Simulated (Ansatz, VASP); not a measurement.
**Two plane-wave programs on MgI2**

```
Mg I
1.0
     4.15370    0.00000    0.00000
    -2.07685    3.59721    0.00000
     0.00000    0.00000    6.86200
Mg I
1 2
Direct
  0.00000 0.00000 0.00000
  0.41462 0.70731 0.69852
  0.74795 0.37398 0.18326
```

Change from the starting cell: all I atoms moved -0.500 Å, as atom 2 towards its neighbour atom 3 (I) at 4.101 Å.

Alike in both runs: task single point; functional PBEsol; k mesh 6 × 6 × 4; occupations gaussian, width 0.05 eV; no spin polarisation.

|  | VASP | Ansatz |
| --- | --- | --- |
| version | VASP 6.6.1 | Ansatz 0.2.0 |
| potentials or method | VASP PAW PBE potentials, release 64 (Mg, I), cutoff 520 eV | scalar-relativistic, plane waves, PAW |
| valence electrons in the cell | 16 | 44 |

Ansatz gave:

| Item | Value |
| --- | --- |
| gap on the k mesh at the Fermi level (eV) | 2.39 |
| least direct gap on the mesh (eV) | 2.39 |
| pressure (GPa) | 1.8 |
| traceless stress, the component that is largest in VASP (GPa) | 1.89 |
| rms of the force components (eV/Å) | 1.049 |

Question: What did VASP give for the same quantities?

Answer: gap on the k mesh at the Fermi level (eV): 2.38; least direct gap on the mesh (eV): 2.38; pressure (GPa): 1.9; traceless stress, the component that is largest in VASP (GPa): 1.90; rms of the force components (eV/Å): 1.052.

VASP's potentials were made for PBE, not for PBEsol. Atom by atom the forces differ by 0.004 eV/Å (rms over components). The functional is the same, so the differences come from potentials, cutoffs and numerics. VASP's potentials hold 16 valence electrons a cell and Ansatz's 44, so a difference there can come from the potentials and not from the codes.

Neither program's run includes spin-orbit coupling.
